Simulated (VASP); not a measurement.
TmI4:

```
Tm I
1.0
    -2.78210    2.78210    6.73593
     2.78210   -2.78210    6.73593
     2.78210    2.78210   -6.73593
Tm I
1 4
Cartesian
  0.0000 0.0000 0.0000
  0.0000 0.0000 5.1193
  0.0000 0.0000 8.3526
  0.0000 2.7821 3.3680
  2.7821 0.0000 3.3680
```

The cell was generated, and may not be a known phase.

* Program: VASP 6.6.1
* Task: relaxation of cell and atoms
* Functional: PBE
* Potentials or basis: VASP PAW PBE potentials, release 64 (Tm_3, I), 4f in core
* Cutoff: 500 eV
* k mesh: 4 × 4 × 4
* Occupations: gaussian, width 0.2 eV
* Spin: no spin polarisation

At the start: pressure 0.8 GPa; volume 41.71 Å³/atom.

Task: How do energy, volume and symmetry change on relaxing?

Result: Over 4 steps the energy falls by 81.8 meV/atom and the volume is 46.08 Å³/atom (+10.5 %); space group I4/mmm (No. 139, to 0.1 Å) before and after.

The path:
```csv
step,energy change (eV),largest force (eV/Å),pressure (GPa),volume (Å³)
1,0.0000,1.4032,0.76,208.55
2,-0.1958,1.0776,0.13,214.59
3,-0.4082,0.1601,-0.27,229.07
4,-0.4092,0.0311,-0.23,230.39
```

Final structure:
```cif
data_structure
_symmetry_space_group_name_H-M 'P 1'
_symmetry_Int_Tables_number 1
_cell_length_a 7.9082
_cell_length_b 7.9082
_cell_length_c 7.9082
_cell_angle_alpha 136.618
_cell_angle_beta 136.618
_cell_angle_gamma 63.026
_cell_volume 230.39
loop_
_atom_site_label
_atom_site_type_symbol
_atom_site_fract_x
_atom_site_fract_y
_atom_site_fract_z
_atom_site_occupancy
Tm1 Tm 0.00000 0.00000 0.00000 1
I1 I 0.39782 0.39782 0.00000 1
I2 I 0.60218 0.60218 0.00000 1
I3 I 0.75000 0.25000 0.50000 1
I4 I 0.25000 0.75000 0.50000 1
```

Caveat: an odd number of electrons without spin polarisation forces a metal; a magnetic or distorted state may lie lower; the run has no spin polarisation, though such a crystal can be magnetic.
